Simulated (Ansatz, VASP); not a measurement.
## Two plane-wave programs on InSb2

```
In Sb
1.0
     3.10827    1.79456    5.09700
    -3.10827    1.79456    5.09700
     0.00000   -3.58913    5.09700
In Sb
2 4
Direct
  0.12500 0.12500 0.12500
  0.87500 0.87500 0.87500
  0.50000 0.50000 0.00000
  0.00000 0.50000 0.50000
  0.50000 0.00000 0.50000
  0.50000 0.50000 0.50000
```

Change from the starting cell: species swapped into the TbCo2 type (R-3m, No. 166).

Alike in both runs: task single point; functional PBE; k mesh 3 × 3 × 3; occupations gaussian, width 0.1 eV; no spin polarisation.

|  | VASP | Ansatz |
| --- | --- | --- |
| version | VASP 6.6.1 | Ansatz 0.2.0 |
| potentials or method | VASP PAW PBE potentials, release 64 (In_d, Sb), cutoff 520 eV | scalar-relativistic, plane waves, PAW |
| valence electrons in the cell | 46 | 86 |

```tsv
	VASP	Ansatz	Ansatz less VASP
gap on the k mesh at the Fermi level (eV)	none	none	-
pressure (GPa)	4.2	4.3	+0.05
traceless stress, the component that is largest in VASP (GPa)	0.65	0.65	+0.003
rms of the force components (eV/Å)	0.007	0.007	0.0000
```

Atom by atom the forces differ by 0.000 eV/Å (rms over components). A gap of «none» marks a metal or a gap that the smearing closes. VASP's potentials hold 46 valence electrons a cell and Ansatz's 86, so a difference there can come from the potentials and not from the codes.

The k mesh is coarse, so the values compare programs but aren't converged. Spin-orbit coupling is off throughout.
